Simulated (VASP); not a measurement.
# CdSe (F-43m) in VASP: notebook

Runs on CdSe. Level: r2SCAN. Tasks: single point, relaxation of cell and atoms.

All numbers are computed with VASP 6.6.1; they aren't measurements. Logs are shortened: lines on timing, memory, paths and dates and some standing lists are left out, and cuts for length are marked.

## 1. The cell of the first run

Symmetry: F-43m, No. 216, cubic system. The conventional cell has a = 6.000 Å, b = 6.000 Å, c = 6.000 Å, α = 90.00°, β = 90.00°, γ = 90.00°. Within 3.4 Å of Cd (site symmetry -43m) lie 4 Se at 2.60 Å. Se (site symmetry -43m) has 4 Cd at 2.60 Å within 3.4 Å.

## 2. Single point, r2SCAN

The input, POSCAR:

```
CdSe
1.0
    3.0000808881      3.0000808881      0.0000000000
   -3.0000808881      3.0000808881      0.0000000000
    0.0000000000      3.0000808881      3.0000808881
Cd Se
1 1
Direct
    0.0000000000      0.0000000000      0.0000000000
    0.7500000000      0.2500000000      0.5000000000
```

The input, INCAR.step1:

```
PREC     = Accurate       # precision mode
ENCUT    = 520            # plane-wave cutoff, eV
ISMEAR   = 0              # smearing method
SIGMA    = 0.01           # smearing width, eV
LREAL    = F              # projectors in reciprocal space
LASPH    = T              # aspherical terms in the spheres
NELM     = 60             # most SCF steps
NBANDS   = 16             # bands
GGA      = PE             # functional
ALGO     = Normal         # electronic algorithm
EDIFF    = 1E-4           # SCF threshold, eV
LWAVE    = T              # write WAVECAR
LCHARG   = F              # write CHGCAR
```

The input, INCAR.step2:

```
PREC     = Accurate       # precision mode
ENCUT    = 520            # plane-wave cutoff, eV
EDIFF    = 1E-6           # SCF threshold, eV
ISMEAR   = 0              # smearing method
SIGMA    = 0.01           # smearing width, eV
LREAL    = F              # projectors in reciprocal space
LASPH    = T              # aspherical terms in the spheres
NELM     = 60             # most SCF steps
ALGO     = Normal         # electronic algorithm
ISIF     = 2              # what is computed and relaxed
LWAVE    = F              # write WAVECAR
LCHARG   = F              # write CHGCAR
METAGGA  = R2SCAN         # meta-GGA
LMIXTAU  = T            
NBANDS   = 16             # bands
ISTART   = 1
```

The input, KPOINTS:

```
Automatic mesh
0
Gamma
  6 6 6
```

Potentials or basis: VASP PAW PBE potentials, release 64 (Cd, Se).

Launch:

```bash
$ cat potpaw_PBE.64/Cd/POTCAR potpaw_PBE.64/Se/POTCAR > POTCAR
$ cp INCAR.step1 INCAR
$ mpirun -np 1 vasp_std > vasp.out
$ cp INCAR.step2 INCAR
$ mpirun -np 1 vasp_std > vasp.out
```

OUTCAR:

```text
PREC = Accurate
   ENCUT = 520
   EDIFF = 1E-6
   ISMEAR = 0
   LREAL = F
   LASPH = T
   NELM = 60
   ISIF = 2
   METAGGA = R2SCAN
   ISTART = 1

 ion  position               nearest neighbor table
   1  0.000  0.000  0.000-   2 2.60   2 2.60   2 2.60   2 2.60
   2  0.750  0.250  0.500-   1 2.60   1 2.60   1 2.60   1 2.60

  LATTYP: Found a face centered cubic cell.
 ALAT       =     6.0001617762

  Lattice vectors:

 A1 = (   0.0000000000,   3.0000808881,   3.0000808881)
 A2 = (   3.0000808881,   0.0000000000,   3.0000808881)
 A3 = (   3.0000808881,   3.0000808881,   0.0000000000)

Analysis of symmetry for initial positions (statically):
=====================================================================
 Subroutine PRICEL returns:
 Original cell was already a primitive cell.

 Routine SETGRP: Setting up the symmetry group for a
 face centered cubic supercell.

 Subroutine GETGRP returns: Found 24 space group operations
 (whereof 24 operations were pure point group operations)
 out of a pool of 48 trial point group operations.

The static configuration has the point symmetry T_d .

Analysis of symmetry for dynamics (positions and initial velocities):
=====================================================================
 Subroutine PRICEL returns:
 Original cell was already a primitive cell.

 Routine SETGRP: Setting up the symmetry group for a
 face centered cubic supercell.

 Subroutine GETGRP returns: Found 24 space group operations
 (whereof 24 operations were pure point group operations)
 out of a pool of 48 trial point group operations.

The dynamic configuration has the point symmetry T_d .

 Subroutine INISYM returns: Found 24 space group operations
 (whereof 24 operations are pure point group operations),
 and found     1 'primitive' translations

----------------------------------------------------------------------------------------

                                     Primitive cell

  volume of cell :      54.0044

  direct lattice vectors                    reciprocal lattice vectors
     3.000080888  3.000080888  0.000000000     0.166662173  0.166662173 -0.166662173
    -3.000080888  3.000080888  0.000000000    -0.166662173  0.166662173 -0.166662173
     0.000000000  3.000080888  3.000080888     0.000000000  0.000000000  0.333324346

  length of vectors
     4.242755080  4.242755080  4.242755080     0.288667351  0.288667351  0.333324346

  position of ions in fractional coordinates (direct lattice)
     0.000000000  0.000000000  0.000000000
     0.750000000  0.250000000  0.500000000

  ion indices of the primitive-cell ions
   primitive index   ion index
                 1           1
                 2           2

----------------------------------------------------------------------------------------

 KPOINTS: Automatic mesh

Automatic generation of k-mesh.
 Grid dimensions read from file:
 generate k-points for:    6    6    6

 Generating k-lattice:

  Cartesian coordinates                     Fractional coordinates (reciprocal lattice)
     0.027777029  0.027777029 -0.027777029     0.166666667  0.000000000  0.000000000
    -0.027777029  0.027777029 -0.027777029     0.000000000  0.166666667  0.000000000
     0.000000000  0.000000000  0.055554058     0.000000000  0.000000000  0.166666667

  Length of vectors
     0.048111225  0.048111225  0.055554058

  Shift w.r.t. Gamma in fractional coordinates (k-lattice)
     0.000000000  0.000000000  0.000000000

 Subroutine IBZKPT returns following result:
 ===========================================

 Found     16 irreducible k-points:

 Following reciprocal coordinates:
            Coordinates               Weight
  0.000000  0.000000  0.000000      1.000000
  0.166667  0.000000  0.000000      8.000000
  0.333333  0.000000  0.000000      8.000000
  0.500000  0.000000  0.000000      4.000000
  0.166667  0.166667  0.000000     12.000000
  0.333333  0.166667  0.000000     24.000000
[... 8 lines left out ...]
  0.500000  0.333333  0.166667     24.000000
  0.500000  0.500000  0.166667     12.000000
   k-points           NKPTS =     16   k-points in BZ     NKDIM =     16   number of bands    NBANDS=     16
   number of dos      NEDOS =    301   number of ions     NIONS =      2
   total plane-waves  NPLWV =  32768
   dimension x,y,z NGX =    32 NGY =   32 NGZ =   32
   dimension x,y,z NGXF=    64 NGYF=   64 NGZF=   64
   ions per type =               1   1
   NGX,Y,Z   is equivalent  to a cutoff of  12.54, 12.54, 12.54 a.u.
   NGXF,Y,Z  is equivalent  to a cutoff of  25.08, 25.08, 25.08 a.u.
 SYSTEM =  unknown system
   PREC   = accura    normal or accurate (medium, high low for compatibility)
   ISTART =      1    job   : 0-new  1-cont  2-samecut
   ICHARG =      0    charge: 1-file 2-atom 10-const
   ISPIN  =      1    spin polarized calculation?
   LNONCOLLINEAR =      F non collinear calculations
   LSORBIT =      F    spin-orbit coupling
   LASPH  =      T    aspherical Exc in radial PAW
   ENCUT  =  520.0 eV  38.22 Ry    6.18 a.u.   7.89  7.89  7.89*2*pi/ulx,y,z
   NELM   =     60;   NELMIN=  2; NELMDL=  0     # of ELM steps
   EDIFF  = 0.1E-05   stopping-criterion for ELM
   LREAL  =      F    real-space projection
   EDIFFG = 0.1E-04   stopping-criterion for IOM
   NSW    =      0    number of steps for IOM
   IBRION =     -1    ionic relax: 0-MD 1-quasi-New 2-CG
   NFREE  =      0    steps in history (QN), initial steepest desc. (CG)
   ISIF   =      2    stress and relaxation
   ISYM   =      2    0-nonsym 1-usesym 2-fastsym
   POTIM  = 0.5000    time-step for ionic-motion
   TEBEG  =    0.0;   TEEND  =   0.0 temperature during run
   PSTRESS=    0.0 pullay stress
   NELECT =      18.0000    total number of electrons
   NUPDOWN=      -1.0000    fix difference up-down
   EMIN   =  10.00;   EMAX   =-10.00  energy-range for DOS
   EFERMI =   0.00;   METHOD = LEGACY
   ISMEAR =     0;   SIGMA  =   0.01  broadening in eV -4-tet -1-fermi 0-gaus
   EFERMI_NEDOS =   21; number of points for ismear=-14 and -15
   IALGO  =     38    algorithm
   IMIX   =      4    mixing-type and parameters
     AMIX     =   0.40;   BMIX     =  1.00
     AMIX_MAG =   1.60;   BMIX_MAG =  1.00
  volume/ion in A,a.u.               =      27.00       182.22
  Fermi-wavevector in a.u.,A,eV,Ry     =   1.135070  2.144972 17.529532  1.288384
  Thomas-Fermi vector in A             =   2.271775
   LORBIT       =      0    0 simple, 1 ext, 2 COOP (PROOUT), +10 PAW based schemes
   METAGGA = R2SCAN    functional components
   LHFCALC =     F    Hartree Fock is set to
   AEXX    =    0.0000 exact exchange contribution
   IVDW    =     0    specifies the selected vdW correction
   LEPSILON=     F    determine dielectric tensor
   LRPA    =     F    only Hartree local field effects (RPA)
 non-spin polarized calculation
 Gauss-broadening in eV      SIGMA  =   0.01
  energy-cutoff  :      520.00
  volume of cell :       54.00
 maximum number of plane-waves:      1464
   NGX = 15   NGY = 15   NGZ = 15

 number of electron      17.9999992 magnetization

 Free energy of the ion-electron system (eV)
  ---------------------------------------------------
  ext. energy  EPLUGINS =         0.00000000
  ---------------------------------------------------
  free energy    TOTEN  =       -35.86318341 eV

  energy without entropy =      -35.86318341  energy(sigma->0) =      -35.86318341

 E-fermi :   1.0866     XC(G=0):  -9.6252

 val. band max:        0.9827503902   @ k =   0.0000   0.0000   0.0000
 cond. band min:       2.1595007288   @ k =   0.0000   0.0000   0.0000
 fundamental gap:      1.1767503386
 Fermi energy:         1.0866478549

 k-point     1 :       0.0000    0.0000    0.0000
  band No.  band energies     occupation
      1     -12.2864      2.00000
      2      -7.3338      2.00000
      3      -7.3337      2.00000
      4      -7.3337      2.00000
      5      -6.8813      2.00000
      6      -6.8813      2.00000
[... 8 lines left out ...]
     15      12.7274      0.00000
     16      12.7274      0.00000

 k-point     2 :       0.1667    0.0000    0.0000
  band No.  band energies     occupation
      1     -12.1833      2.00000
      2      -7.2997      2.00000
      3      -7.2997      2.00000
      4      -7.2342      2.00000
      5      -6.8822      2.00000
      6      -6.8822      2.00000
[... 8 lines left out ...]
     15      11.6734      0.00000
     16      12.1349      0.00000

 k-point     3 :       0.3333    0.0000    0.0000
  band No.  band energies     occupation
      1     -11.9738      2.00000
      2      -7.2423      2.00000
      3      -7.2423      2.00000
      4      -6.8845      2.00000
      5      -6.8698      2.00000
      6      -6.8698      2.00000
[... 8 lines left out ...]
     15      12.1953      0.00000
     16      12.1953      0.00000

 k-point     4 :       0.5000    0.0000    0.0000
  band No.  band energies     occupation
      1     -11.8681      2.00000
      2      -7.2210      2.00000
      3      -7.2210      2.00000
      4      -6.8542      2.00000
      5      -6.8542      2.00000
      6      -6.5436      2.00000
[... 8 lines left out ...]
     15      13.9409      0.00000
     16      13.9409      0.00000
[... 172 lines left out ...]
 k-point    14 :       0.3333    0.3333    0.1667
  band No.  band energies     occupation
      1     -11.8384      2.00000
      2      -7.1595      2.00000
      3      -7.1501      2.00000
      4      -6.9656      2.00000
      5      -6.8507      2.00000
      6      -6.6179      2.00000
[... 8 lines left out ...]
     15      14.0437      0.00000
     16      14.9410      0.00000

 k-point    15 :       0.5000    0.3333    0.1667
  band No.  band energies     occupation
      1     -11.7704      2.00000
      2      -7.1495      2.00000
      3      -7.1189      2.00000
      4      -6.9192      2.00000
      5      -6.8695      2.00000
      6      -6.3873      2.00000
[... 8 lines left out ...]
     15      13.6911      0.00000
     16      14.8898      0.00000

 k-point    16 :       0.5000    0.5000    0.1667
  band No.  band energies     occupation
      1     -11.7373      2.00000
      2      -7.1125      2.00000
      3      -7.0830      2.00000
      4      -6.9590      2.00000
      5      -6.8498      2.00000
      6      -6.3554      2.00000
[... 8 lines left out ...]
     15      14.6721      0.00000
     16      14.8295      0.00000

------------------------ aborting loop because EDIFF is reached ----------------------------------------

  FORCE on cell =-STRESS in cart. coord.  units (eV):
  Direction    XX          YY          ZZ          XY          YZ          ZX
  --------------------------------------------------------------------------------------
  -------------------------------------------------------------------------------------
  Total        1.4485770      1.4485770      1.4485770     -0.0000000      0.0000000      0.0000000
  in kB       42.9757311     42.9757311     42.9757311     -0.0000000      0.0000000      0.0000000
  external PRESSURE =      42.9757311 kB  Pullay stress =       0.0000000 kB

 VOLUME and BASIS-vectors are now :
 -----------------------------------------------------------------------------
  energy-cutoff  :      520.00
  volume of cell :       54.00
      direct lattice vectors                 reciprocal lattice vectors
     3.000080888  3.000080888  0.000000000     0.166662173  0.166662173 -0.166662173
    -3.000080888  3.000080888  0.000000000    -0.166662173  0.166662173 -0.166662173
     0.000000000  3.000080888  3.000080888     0.000000000  0.000000000  0.333324346

 POSITION                                       TOTAL-FORCE (eV/Angst)
 -----------------------------------------------------------------------------------
      0.00000      0.00000      0.00000        -0.000000      0.000000      0.000000
      1.50004      4.50012      1.50004         0.000000     -0.000000     -0.000000
 -----------------------------------------------------------------------------------
    total drift:                                0.000000     -0.000000      0.000000

  FREE ENERGIE OF THE ION-ELECTRON SYSTEM (eV)
  ---------------------------------------------------
  free  energy   TOTEN  =       -35.8631834102 eV

  energy  without entropy=      -35.8631834102  energy(sigma->0) =      -35.86318341
```

Run time: 75 s. Hardware: 1 thread of Intel Xeon 8259CL, shared host; peak memory 0.19 GiB.

What came out:

- Free energy: -35.8632 eV
- Pressure: 4.3 GPa
- Band gap on the k mesh: 1.18 eV

Caveat: the cell stands under pressure; the PAW data sets were made with another functional, which shifts forces and pressure a little.

(Part 1 of 2 ends here.)
